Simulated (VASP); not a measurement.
C3N4:

```
CELL_PARAMETERS angstrom
2.39222 1.38115 3.56889
-2.39222 1.38115 3.56889
0.00000 -2.76229 3.56889
ATOMIC_POSITIONS crystal
C 0.49007 0.49007 0.01933
C 0.49007 0.01933 0.49007
C 0.01933 0.49007 0.49007
N 0.65970 0.17011 0.17011
N 0.17011 0.17011 0.65970
N 0.66561 0.66561 0.66561
N 0.17011 0.65970 0.17011
```

```yaml
Program: VASP 6.6.1
Task: relaxation of cell and atoms
Functional: LDA
Potentials_or_basis: VASP PAW LDA potentials, release 64 (C, N)
Cutoff: 600 eV
k_mesh: 6 × 6 × 6
Occupations: gaussian, width 0.1 eV
Spin: no spin polarisation
```

At the start: pressure -7.9 GPa; volume 10.11 Å³/atom.

Q: How do energy, volume and symmetry change on relaxing?

A: Over 21 steps the energy falls by 23.2 meV/atom and the volume is 8.49 Å³/atom (-16.0 %); space group R3m (No. 160, to 0.05 Å).

The path:
```tsv
step	energy change (eV)	largest force (eV/Å)	pressure (GPa)	volume (Å³)
1	0.0000	0.5314	-7.90	70.75
2	0.3787	3.2056	22.50	65.75
3	-0.0484	0.3441	-1.29	69.45
4	-0.0485	0.3538	-1.08	69.41
5	-0.0500	0.7428	-0.56	68.42
6	-0.0571	0.2152	-0.85	68.88
7	-0.0624	0.2084	-0.19	68.14
8	-0.0624	0.1917	-0.22	68.18
9	-0.0693	0.1857	-0.17	67.65
10	-0.0903	0.1690	0.02	66.08
11	-0.1302	0.1365	0.51	62.94
12	-0.1496	0.1622	2.56	56.68
13	-0.1577	0.1367	1.38	59.58
14	-0.0845	1.4423	-8.79	59.98
15	-0.1608	0.1503	-0.40	59.65
16	-0.1500	0.5218	-0.54	59.49
17	-0.1622	0.0524	-0.45	59.61
18	-0.1613	0.2519	0.90	59.29
19	-0.1625	0.0610	-0.02	59.50
20	-0.1627	0.0759	-0.13	59.35
21	-0.1627	0.0432	-0.10	59.40
```

Final structure:
```yaml
crystal:
  lattice:
    - [2.36398, 1.36485, 3.06819]
    - [-2.36398, 1.36485, 3.06819]
    - [0.00000, -2.72969, 3.06819]
  atoms:
    - { symbol: C, position: [0.49083, 0.49083, 0.01782] }
    - { symbol: C, position: [0.49083, 0.01782, 0.49083] }
    - { symbol: C, position: [0.01782, 0.49083, 0.49083] }
    - { symbol: N, position: [0.66041, 0.16981, 0.16981] }
    - { symbol: N, position: [0.16981, 0.16981, 0.66041] }
    - { symbol: N, position: [0.66548, 0.66548, 0.66548] }
    - { symbol: N, position: [0.16981, 0.66041, 0.16981] }
```

Caveat: the volume moved by over 15 % at a fixed basis, so the end points are rough; the relaxation stopped at a loose force limit of 0.05 eV/Å, so its end isn't a converged minimum.
